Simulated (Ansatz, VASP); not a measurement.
# One calculation of LiF, two programs

Contents of INCAR:

```
  ALGO = Normal
  EDIFF = 1E-6
  ENCUT = 520
  GGA = PE
  ISIF = 2
  ISMEAR = 0
  LASPH = True
  LCHARG = False
  LREAL = False
  LWAVE = False
  NBANDS = 12
  NELM = 100
  PREC = Accurate
  SIGMA = 0.1
```

KPOINTS

```
k-points
0
Gamma
  8 8 8
```

File POSCAR:

```
LiF
1.0
    0.0000000000      2.0339978206      2.0339978206
    2.0339978206      0.0000000000      2.0339978206
    2.0339978206      2.0339978206      0.0000000000
Li F
1 1
Direct
    0.5000000000      0.5000000000      0.5000000000
    0.0000000000      0.0000000000      0.0000000000
```

Input for Ansatz:

```yaml
crystal:
  lattice:
    - [0.0, 2.0339978206, 2.0339978206]
    - [2.0339978206, 0.0, 2.0339978206]
    - [2.0339978206, 2.0339978206, 0.0]
  atoms:
    - { symbol: Li, position: [0.5, 0.5, 0.5] }
    - { symbol: F, position: [0.0, 0.0, 0.0] }
basis:
  ecutwfc: 420
kpoints:
  mp_grid: { grid: [8, 8, 8] }
hamiltonian:
  xc: pbe
scf:
  occupations: { method: gaussian, width: 0.1 }
  lower_state_search: "off"
output:
  forces: true
  stress: true
  eigenvalues: true
```

Change from the starting cell: the structure that the rattled cell fell into.

Alike in both runs: task single point; functional PBE; k mesh 8 × 8 × 8; occupations gaussian, width 0.1 eV; no spin polarisation.

|  | VASP | Ansatz |
| --- | --- | --- |
| version | VASP 6.6.1 | Ansatz 0.2.0 |
| potentials or method | VASP PAW PBE potentials, release 64 (Li_sv, F), cutoff 520 eV | scalar-relativistic, plane waves, PAW |
| valence electrons in the cell | 10 | 10 |

|  | VASP | Ansatz | Ansatz less VASP |
| --- | --- | --- | --- |
| gap on the k mesh at the Fermi level (eV) | 8.83 | 8.83 | +0.002 |
| least direct gap on the mesh (eV) | 8.83 | 8.83 | +0.002 |

Noted on VASP's run: the cutoff is short for stress, so the pressure is rough.
